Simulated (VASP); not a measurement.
Crystal: HfBe2Si2.

```
Hf Be Si
1.0
     3.44106    0.00000    0.00000
    -1.72053    2.98005    0.00000
     0.00000    0.00000    5.69697
Hf Be Si
1 2 2
Direct
  0.00000 0.00000 0.00000
  0.33333 0.66667 0.37649
  0.66667 0.33333 0.62351
  0.33333 0.66667 0.74630
  0.66667 0.33333 0.25370
```

The cell was generated, and may not be a known phase.

```yaml
Program: VASP 6.6.1
Task: relaxation of cell and atoms
Functional: PBE
Potentials_or_basis: VASP PAW PBE potentials, release 64 (Hf_pv, Be, Si)
Cutoff: 600 eV
k_mesh: 6 × 6 × 4
Occupations: gaussian, width 0.1 eV
Spin: no spin polarisation
```

At the start: pressure 44.1 GPa; volume 11.68 Å³/atom.

Problem. Where does the relaxation end?

Solution. Over 15 steps the energy falls by 441.6 meV/atom and the volume is 14.58 Å³/atom (+24.8 %); space group P-3m1 (No. 164, to 0.1 Å) before and after.

The path:
| step | energy change (eV) | largest force (eV/Å) | pressure (GPa) | volume (Å³) |
| --- | --- | --- | --- | --- |
| 1 | 0.0000 | 1.6161 | 44.15 | 58.42 |
| 2 | -1.1302 | 0.4336 | -14.84 | 90.09 |
| 3 | -1.9604 | 0.5410 | -0.64 | 75.15 |
| 4 | -1.9607 | 0.5455 | -0.10 | 74.79 |
| 5 | -1.9875 | 0.4857 | -0.09 | 74.71 |
| 6 | -2.0545 | 0.3205 | 0.00 | 74.46 |
| 7 | -2.1394 | 0.4217 | 0.24 | 73.94 |
| 8 | -2.1028 | 0.7351 | 1.11 | 72.83 |
| 9 | -2.1610 | 0.5507 | 0.52 | 73.56 |
| 10 | -2.1906 | 0.1927 | -1.34 | 74.23 |
| 11 | -2.1913 | 0.1321 | -1.66 | 74.35 |
| 12 | -2.2058 | 0.0781 | 0.88 | 72.27 |
| 13 | -2.2069 | 0.0649 | 0.32 | 72.71 |
| 14 | -2.2080 | 0.0300 | -0.07 | 72.96 |
| 15 | -2.2081 | 0.0380 | 0.02 | 72.90 |

Final structure:
```cif
data_structure
_symmetry_space_group_name_H-M 'P 1'
_symmetry_Int_Tables_number 1
_cell_length_a 3.7858
_cell_length_b 3.7858
_cell_length_c 5.8734
_cell_angle_alpha 90.000
_cell_angle_beta 90.000
_cell_angle_gamma 120.000
_cell_volume 72.90
loop_
_atom_site_label
_atom_site_type_symbol
_atom_site_fract_x
_atom_site_fract_y
_atom_site_fract_z
_atom_site_occupancy
Hf1 Hf 0.00000 0.00000 0.00000 1
Be1 Be 0.33333 0.66667 0.30569 1
Be2 Be 0.66667 0.33333 0.69431 1
Si1 Si 0.33333 0.66667 0.71253 1
Si2 Si 0.66667 0.33333 0.28747 1
```

Caveat: the volume moved by over 15 % at a fixed basis, so the end points are rough.
